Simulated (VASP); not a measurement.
Here is a VASP 6.6.1 calculation.

Contents of INCAR:

```
PREC = Accurate ; ENCUT = 500
EDIFF = 1E-6 ; ISMEAR = -1
SIGMA = 0.1 ; LREAL = False
LASPH = True ; NELM = 200
ALGO = Normal ; ISIF = 2
LWAVE = False ; LCHARG = True
ISPIN = 2 ; MAGMOM = 0
LORBIT = 11 ; LMAXMIX = 4
GGA = PE ; LELF = True
LVHAR = True ; NBANDS = 16
GGA_COMPAT = False
```

The input KPOINTS:

```
Automatic mesh
0
Gamma
  8 8 8
```

File POSCAR:

```
Cr
1.0
    0.0000000000      1.9040000000      1.9040000000
    1.9040000000      0.0000000000      1.9040000000
    1.9040000000      1.9040000000      0.0000000000
Cr
1
Direct
    0.0000000000      0.0000000000      0.0000000000
```

Potentials or basis: VASP PAW PBE potentials, release 64 (Cr_pv).

Run with:

```sh
$ cat potpaw_PBE.64/Cr_pv/POTCAR > POTCAR
$ mpirun -np 1 vasp_std > vasp.out
```

Question: Predict the net moment.

Answer: 0.00 μB per cell.

Question: What does it give for the band gap on the k mesh?

Answer: Zero (filled and empty bands overlap).

Question: Predict the pressure.

Answer: -25.7 GPa.
